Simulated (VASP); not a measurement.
# HfN (P6_3/mmc) in VASP: notebook

The runs below take HfN through single point, with r2SCAN.

Everything below comes from runs of VASP 6.6.1. Logs are shortened: lines on timing, memory, paths and dates and some standing lists are left out, and cuts for length are marked.

## (1) The cell of the first run

It takes space group P6_3/mmc (No. 194, hexagonal). Conventional cell: a = 3.050 Å, b = 3.050 Å, c = 5.262 Å, α = 90.00°, β = 90.00°, γ = 120.00°. Hf (site symmetry -6m2) has 6 N at 2.20 Å within 2.9 Å. Within 2.9 Å of N (site symmetry -3m) lie 6 Hf at 2.20 Å and 2 N at 2.63 Å.

## (2) Single point, r2SCAN (strain -0.030 along x and y, -0.030 along z)

POSCAR

```
HfN
1.0
    3.0499720507      0.0000000000      0.0000000000
   -1.5249860254      2.6413532767      0.0000000000
    0.0000000000      0.0000000000      5.2624876204
Hf N
2 2
Direct
    0.6666666667      0.3333333333      0.7500000000
    0.3333333333      0.6666666667      0.2500000000
    0.0000000000      0.0000000000      0.0000000000
    0.0000000000      0.0000000000      0.5000000000
```

INCAR.step1

```
SYSTEM = HfN
PREC     = Accurate       ! precision mode
ENCUT    = 520            ! plane-wave cutoff, eV
ISMEAR   = 0              ! smearing method
SIGMA    = 0.15           ! smearing width, eV
LREAL    = .False.        ! projectors in reciprocal space
LASPH    = .True.         ! aspherical terms in the spheres
NELM     = 80             ! most SCF steps
NBANDS   = 23             ! bands
GGA      = PE             ! functional
ALGO     = Normal         ! electronic algorithm
EDIFF    = 1E-4           ! SCF threshold, eV
LWAVE    = .True.         ! write WAVECAR
LCHARG   = .False.        ! write CHGCAR
```

INCAR.step2

```
SYSTEM = HfN
PREC     = Accurate       ! precision mode
ENCUT    = 520            ! plane-wave cutoff, eV
EDIFF    = 1E-6           ! SCF threshold, eV
ISMEAR   = 0              ! smearing method
SIGMA    = 0.15           ! smearing width, eV
LREAL    = .False.        ! projectors in reciprocal space
LASPH    = .True.         ! aspherical terms in the spheres
NELM     = 80             ! most SCF steps
ALGO     = Normal         ! electronic algorithm
ISIF     = 2              ! what is computed and relaxed
LWAVE    = .False.        ! write WAVECAR
LCHARG   = .False.        ! write CHGCAR
METAGGA  = R2SCAN         ! meta-GGA
LMIXTAU  = .True.       
NBANDS   = 23             ! bands
ISTART   = 1
```

KPOINTS

```
Automatic mesh
0
Gamma
  18 18 10
  0 0 0
```

Potentials or basis: VASP PAW PBE potentials, release 64 (Hf_pv, N).

Run with:

```sh
cat potpaw_PBE.64/Hf_pv/POTCAR potpaw_PBE.64/N/POTCAR > POTCAR
cp INCAR.step1 INCAR
mpirun -np 1 vasp_std > vasp.out
cp INCAR.step2 INCAR
mpirun -np 1 vasp_std > vasp.out
```

OUTCAR:

```text
SYSTEM = HfN
   PREC = Accurate
   ENCUT = 520
   EDIFF = 1E-6
   ISMEAR = 0
   LREAL = .False.
   LASPH = .True.
   NELM = 80
   ISIF = 2
   METAGGA = R2SCAN
   ISTART = 1

 ion  position               nearest neighbor table
   1  0.667  0.333  0.750-   3 2.20   4 2.20   3 2.20   4 2.20   3 2.20   4 2.20   2 3.17   2 3.17
                             2 3.17   2 3.17   2 3.17   2 3.17
   2  0.333  0.667  0.250-   3 2.20   4 2.20   3 2.20   4 2.20   3 2.20   4 2.20   1 3.17   1 3.17
                             1 3.17   1 3.17   1 3.17   1 3.17
   3  0.000  0.000  0.000-   1 2.20   2 2.20   2 2.20   1 2.20   1 2.20   2 2.20
   4  0.000  0.000  0.500-   1 2.20   2 2.20   2 2.20   1 2.20   1 2.20   2 2.20

  LATTYP: Found a hexagonal cell.
 ALAT       =     3.0499720507
 C/A-ratio  =     1.7254215884

  Lattice vectors:

 A1 = (   3.0499720507,   0.0000000000,   0.0000000000)
 A2 = (  -1.5249860254,   2.6413532767,   0.0000000000)
 A3 = (   0.0000000000,   0.0000000000,   5.2624876204)

Analysis of symmetry for initial positions (statically):
=====================================================================
 Subroutine PRICEL returns:
 Original cell was already a primitive cell.

 Routine SETGRP: Setting up the symmetry group for a
 hexagonal supercell.

 Subroutine GETGRP returns: Found 24 space group operations
 (whereof 12 operations were pure point group operations)
 out of a pool of 24 trial point group operations.

The static configuration has the point symmetry D_3d.
 The point group associated with its full space group is D_6h.

Analysis of symmetry for dynamics (positions and initial velocities):
=====================================================================
 Subroutine PRICEL returns:
 Original cell was already a primitive cell.

 Routine SETGRP: Setting up the symmetry group for a
 hexagonal supercell.

 Subroutine GETGRP returns: Found 24 space group operations
 (whereof 12 operations were pure point group operations)
 out of a pool of 24 trial point group operations.

The dynamic configuration has the point symmetry D_3d.
 The point group associated with its full space group is D_6h.

 Subroutine INISYM returns: Found 24 space group operations
 (whereof 12 operations are pure point group operations),
 and found     1 'primitive' translations

----------------------------------------------------------------------------------------
[... 90 lines left out ...]
   ICHARG =      0    charge: 1-file 2-atom 10-const
   ISPIN  =      1    spin polarized calculation?
   LNONCOLLINEAR =      F non collinear calculations
   LSORBIT =      F    spin-orbit coupling
   LASPH  =      T    aspherical Exc in radial PAW
   ENCUT  =  520.0 eV  38.22 Ry    6.18 a.u.   5.67  5.67  9.78*2*pi/ulx,y,z
   NELM   =     80;   NELMIN=  2; NELMDL=  0     # of ELM steps
   EDIFF  = 0.1E-05   stopping-criterion for ELM
   LREAL  =      F    real-space projection
   EDIFFG = 0.1E-04   stopping-criterion for IOM
   NSW    =      0    number of steps for IOM
   IBRION =     -1    ionic relax: 0-MD 1-quasi-New 2-CG
   NFREE  =      0    steps in history (QN), initial steepest desc. (CG)
   ISIF   =      2    stress and relaxation
   ISYM   =      2    0-nonsym 1-usesym 2-fastsym
   POTIM  = 0.5000    time-step for ionic-motion
   TEBEG  =    0.0;   TEEND  =   0.0 temperature during run
   PSTRESS=    0.0 pullay stress
   NELECT =      30.0000    total number of electrons
   NUPDOWN=      -1.0000    fix difference up-down
   EMIN   =  10.00;   EMAX   =-10.00  energy-range for DOS
   EFERMI =   0.00;   METHOD = LEGACY
   ISMEAR =     0;   SIGMA  =   0.15  broadening in eV -4-tet -1-fermi 0-gaus
   EFERMI_NEDOS =   21; number of points for ismear=-14 and -15
   IALGO  =     38    algorithm
   IMIX   =      4    mixing-type and parameters
     AMIX     =   0.40;   BMIX     =  1.00
     AMIX_MAG =   1.60;   BMIX_MAG =  1.00
  volume/ion in A,a.u.               =      10.60        71.52
  Fermi-wavevector in a.u.,A,eV,Ry     =   1.458850  2.756828 28.956526  2.128245
  Thomas-Fermi vector in A             =   2.575487
   LORBIT       =      0    0 simple, 1 ext, 2 COOP (PROOUT), +10 PAW based schemes
   METAGGA = R2SCAN    functional components
   LHFCALC =     F    Hartree Fock is set to
   AEXX    =    0.0000 exact exchange contribution
   IVDW    =     0    specifies the selected vdW correction
   LEPSILON=     F    determine dielectric tensor
   LRPA    =     F    only Hartree local field effects (RPA)
 non-spin polarized calculation
 Gauss-broadening in eV      SIGMA  =   0.15
  energy-cutoff  :      520.00
  volume of cell :       42.39
 maximum number of plane-waves:      1184
 NGX is ok and might be reduce to    24
   NGX = 11   NGY = 11   NGZ = 19

 number of electron      29.9999993 magnetization

 Free energy of the ion-electron system (eV)
  ---------------------------------------------------
  ext. energy  EPLUGINS =         0.00000000
  ---------------------------------------------------
  free energy    TOTEN  =      -116.11226259 eV

  energy without entropy =     -116.10490809  energy(sigma->0) =     -116.10858534

 E-fermi :   8.7354     XC(G=0): -14.1037

 val. band max:        8.7320014233   @ k =   0.1667   0.0000   0.4000
 cond. band min:       8.7719782387   @ k =   0.0556   0.0556   0.2000
 fundamental gap:      0.0399768154
 Fermi energy:         8.7353797455

 k-point     1 :       0.0000    0.0000    0.0000
  band No.  band energies     occupation
      1     -24.2738      2.00000
      2     -23.0792      2.00000
      3     -22.9670      2.00000
      4     -22.9670      2.00000
      5     -22.8942      2.00000
      6     -22.8942      2.00000
[... 613 lines left out ...]
     22      15.9582      0.00000
     23      17.1080      0.00000

 [... further k-points ...]
[... 5 lines left out ...]
  --------------------------------------------------------------------------------------
  -------------------------------------------------------------------------------------
  Total        7.3176582      7.3176582      7.4982039     -0.0000000      0.0000000     -0.0000000
  in kB      276.5471981    276.5471981    283.3703382     -0.0000000      0.0000000     -0.0000000
  external PRESSURE =     278.8215781 kB  Pullay stress =       0.0000000 kB

 VOLUME and BASIS-vectors are now :
 -----------------------------------------------------------------------------
  energy-cutoff  :      520.00
  volume of cell :       42.39
      direct lattice vectors                 reciprocal lattice vectors
     3.049972051  0.000000000  0.000000000     0.327871857  0.189296905  0.000000000
    -1.524986025  2.641353277  0.000000000     0.000000000  0.378593810  0.000000000
     0.000000000  0.000000000  5.262487620     0.000000000  0.000000000  0.190024200

 POSITION                                       TOTAL-FORCE (eV/Angst)
 -----------------------------------------------------------------------------------
      1.52499      0.88045      3.94687         0.000000      0.000000      0.000000
     -0.00000      1.76090      1.31562        -0.000000     -0.000000      0.000000
      0.00000      0.00000      0.00000        -0.000000      0.000000      0.000000
      0.00000      0.00000      2.63124        -0.000000      0.000000      0.000000
 -----------------------------------------------------------------------------------
    total drift:                                0.000000     -0.000000      0.000000

  FREE ENERGIE OF THE ION-ELECTRON SYSTEM (eV)
  ---------------------------------------------------
  free  energy   TOTEN  =      -116.1122625925 eV

  energy  without entropy=     -116.1049080863  energy(sigma->0) =     -116.10858534
```

OUTCAR.step1:

```text
SYSTEM = HfN
   PREC = Accurate
   ENCUT = 520
   ISMEAR = 0
   LREAL = .False.
   LASPH = .True.
   NELM = 80
[... 857 lines left out ...]
     -0.00000      1.76090      1.31562        -0.000000      0.000000      0.000000
      0.00000      0.00000      0.00000         0.000000      0.000000      0.000000
      0.00000      0.00000      2.63124         0.000000      0.000000      0.000000
 -----------------------------------------------------------------------------------
    total drift:                                0.000000     -0.000000      0.000000

  FREE ENERGIE OF THE ION-ELECTRON SYSTEM (eV)
  ---------------------------------------------------
  free  energy   TOTEN  =       -43.0154717644 eV

  energy  without entropy=      -43.0078120900  energy(sigma->0) =      -43.01164193
```

OSZICAR.step1:

```text
N       E                     dE             d eps       ncg     rms          rms(c)
DAV:   1     0.115160638997E+03    0.11516E+03   -0.16694E+04 10236   0.132E+03
DAV:   2    -0.429472882074E+02   -0.15811E+03   -0.14997E+03 13180   0.321E+02
DAV:   3    -0.490646700227E+02   -0.61174E+01   -0.60674E+01 13208   0.509E+01
DAV:   4    -0.491122085202E+02   -0.47538E-01   -0.47504E-01 11710   0.480E+00
DAV:   5    -0.491127259402E+02   -0.51742E-03   -0.51730E-03 13567   0.420E-01    0.867E+01
DAV:   6    -0.430962758454E+02    0.60165E+01   -0.25122E+01 12209   0.275E+01    0.646E+01
DAV:   7    -0.430357320860E+02    0.60544E-01   -0.16246E+00 12101   0.804E+00    0.217E+01
DAV:   8    -0.430206511109E+02    0.15081E-01   -0.59301E-02 13224   0.169E+00    0.314E+00
DAV:   9    -0.430163005150E+02    0.43506E-02   -0.27984E-02 11907   0.940E-01    0.271E+00
DAV:  10    -0.430156331148E+02    0.66740E-03   -0.67871E-03 12231   0.517E-01    0.816E-01
DAV:  11    -0.430154730584E+02    0.16006E-03   -0.79454E-04 12538   0.190E-01    0.958E-02
DAV:  12    -0.430154717644E+02    0.12940E-05   -0.37040E-05  6926   0.440E-02
   1 F= -.43015472E+02 E0= -.43011642E+02  d E =-.765967E-02
```

Run time: 14 min. Hardware: 1 thread of Oxide Virtual Turin-like, shared host; peak memory 0.28 GiB.

Results:

```yaml
Free_energy: -116.1123 eV
Pressure: 27.9 GPa
Band_gap_on_the_k_mesh: zero (bands 15 and 16 overlap by 2.72 eV)
```

Levels at points of the mesh, in eV from the Fermi level:
```tsv
k point	band 11	band 12	band 13	band 14	band 15	band 16	band 17	band 18	band 19	band 20
(0.00, 0.00, 0.00)	-5.41	-4.18	-4.18	-2.01	-0.54	0.88	0.88	1.73	2.17	2.17
(0.50, 0.00, 0.00)	-6.34	-6.25	-3.66	-3.11	-2.76	2.81	3.27	5.13	5.30	6.45
(0.00, 0.00, 0.50)	-5.03	-5.03	-5.03	-5.03	2.19	2.19	3.36	3.36	3.36	3.36
(0.50, 0.00, 0.50)	-6.15	-6.15	-5.08	-5.08	-0.27	-0.27	5.46	5.46	5.49	5.49
```

Caveat: the cell differs from its parent crystal (strain -0.030 along x and y, -0.030 along z); the cell stands under pressure; the PAW data sets were made with another functional, which shifts forces and pressure a little; spin-orbit coupling is left out, which moves the levels of the heavy elements.

## (3) Single point, r2SCAN (strain -0.030 along x and y, -0.015 along z)

POSCAR, as its differences from that of step 2:

```diff
@@ -4,3 +4,3 @@
    -1.5249860254      2.6413532767      0.0000000000
-    0.0000000000      0.0000000000      5.2624876204
+    0.0000000000      0.0000000000      5.3438662950
 Hf N
```

INCAR.step1

```
PREC = Accurate
ENCUT = 520
ISMEAR = 0
SIGMA = 0.15
LREAL = False
LASPH = True
NELM = 100
NBANDS = 23
GGA = PE
ALGO = Normal
EDIFF = 1E-4
LWAVE = True
LCHARG = False
```

INCAR.step2

```
PREC = Accurate
ENCUT = 520
EDIFF = 1E-6
ISMEAR = 0
SIGMA = 0.15
LREAL = False
LASPH = True
NELM = 100
ALGO = Normal
ISIF = 2
LWAVE = False
LCHARG = True
METAGGA = R2SCAN
LMIXTAU = True
LELF = True
LVHAR = True
NBANDS = 23
ISTART = 1
```

KPOINTS

```
regular mesh
0
Gamma
  18 18 10
```

Potentials or basis: VASP PAW PBE potentials, release 64 (Hf_pv, N).

Run with:

```sh
cat potpaw_PBE.64/Hf_pv/POTCAR potpaw_PBE.64/N/POTCAR > POTCAR
cp INCAR.step1 INCAR
mpirun -np 1 vasp_std > vasp.out
cp INCAR.step2 INCAR
mpirun -np 1 vasp_std > vasp.out
```

It took 20 min on 1 thread of Oxide Virtual Turin-like, shared host; peak memory 0.28 GiB.

It converged, with:

```
Free energy            : -116.2056 eV
Pressure               : 21.9 GPa
Band gap on the k mesh : zero (bands 15 and 16 overlap by 2.58 eV)
```

Stress tensor (GPa, compression positive):
```
24.22  0.00  0.00
 0.00 24.22  0.00
 0.00  0.00 17.23
```

Levels at points of the mesh, in eV from the Fermi level:
| k point | band 12 | band 13 | band 14 | band 15 | band 16 | band 17 | band 18 | band 19 |
| --- | --- | --- | --- | --- | --- | --- | --- | --- |
| (0.00, 0.00, 0.00) | -4.03 | -4.03 | -2.10 | -0.67 | 0.91 | 0.91 | 1.78 | 2.23 |
| (0.50, 0.00, 0.00) | -6.07 | -3.56 | -3.03 | -2.86 | 2.64 | 3.24 | 5.17 | 5.25 |
| (0.00, 0.00, 0.50) | -4.84 | -4.84 | -4.84 | 2.07 | 2.07 | 3.27 | 3.27 | 3.27 |
| (0.50, 0.00, 0.50) | -6.10 | -4.94 | -4.94 | -0.27 | -0.27 | 5.51 | 5.51 | 5.54 |

Caveat: the cell differs from its parent crystal (strain -0.030 along x and y, -0.015 along z); the stress differs along the axes, from 17 to 24 GPa; the PAW data sets were made with another functional, which shifts forces and pressure a little; spin-orbit coupling is left out, which moves the levels of the heavy elements.

(Part 1 of 2 ends here.)

The gap in the log of VASP goes by the Fermi energy; the results here count the filled bands.